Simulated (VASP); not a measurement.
Input of a VASP 6.6.1 run:

Contents of INCAR:

```
PREC = Accurate
ENCUT = 520
EDIFF = 1E-6
ISMEAR = 0
SIGMA = 0.1
LREAL = False
LASPH = True
NELM = 100
ALGO = Normal
ISIF = 2
LWAVE = False
LCHARG = True
GGA = PE
LELF = True
LVHAR = True
NBANDS = 30
```

The input KPOINTS:

```
regular mesh
0
Gamma
  10 10 10
```

The input POSCAR:

```
ZrAl3N4
1.0
    4.2893601467      0.0000000000      0.0000000000
    0.0000000000      4.2893601467      0.0000000000
    0.0000000000      0.0000000000      4.2893601467
Zr Al N
1 3 4
Direct
    0.0000000000      0.0000000000      0.0000000000
    0.5000000000      0.0000000000      0.5000000000
    0.5000000000      0.5000000000      0.0000000000
    0.0000000000      0.5000000000      0.5000000000
    0.0000000000      0.5000000000      0.0000000000
    0.5000000000      0.5000000000      0.5000000000
    0.0000000000      0.0000000000      0.5000000000
    0.5000000000      0.0000000000      0.0000000000
```

Potentials or basis: VASP PAW PBE potentials, release 64 (Zr_sv, Al, N).

Command:

```sh
$ cat potpaw_PBE.64/Zr_sv/POTCAR potpaw_PBE.64/Al/POTCAR potpaw_PBE.64/N/POTCAR > POTCAR
$ mpirun -np 1 vasp_std > vasp.out
```

Question: What does it give for the pressure?

Answer: 0.0 GPa.
